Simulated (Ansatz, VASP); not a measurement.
# One calculation of Sb3O2, two programs

```
Sb O
1.0
     3.81857    0.00000    0.00000
    -1.90929    3.30698    0.00000
     0.00000    0.00000    7.91258
Sb O
3 2
Direct
  0.00000 0.00000 0.00000
  0.33333 0.66667 0.69165
  0.66667 0.33333 0.30835
  0.33333 0.66667 0.39713
  0.66667 0.33333 0.60287
```

Alike in both runs: functional PBE; k mesh 12 × 12 × 6; occupations gaussian, width 0.1 eV; no spin polarisation.

Ansatz relaxed the structure, and its values are those at the end. VASP's run is a single point on that final structure, the one shown.

|  | VASP | Ansatz |
| --- | --- | --- |
| version | VASP 6.6.1 | Ansatz 0.2.0 |
| potentials or method | VASP PAW PBE potentials, release 64 (Sb, O), cutoff 520 eV | scalar-relativistic, plane waves, PAW |
| valence electrons in the cell | 27 | 57 |

```csv
,VASP,Ansatz,Ansatz less VASP
gap on the k mesh at the Fermi level (eV),none,none,-
pressure (GPa),-0.5,0.0,+0.53
rms of the force components (eV/Å),0.023,0.001,-0.0216
```

A gap of «none» marks a metal or a gap that the smearing closes. VASP's potentials hold 27 valence electrons a cell and Ansatz's 57, so a difference there can come from the potentials and not from the codes.

Spin-orbit coupling is off throughout.
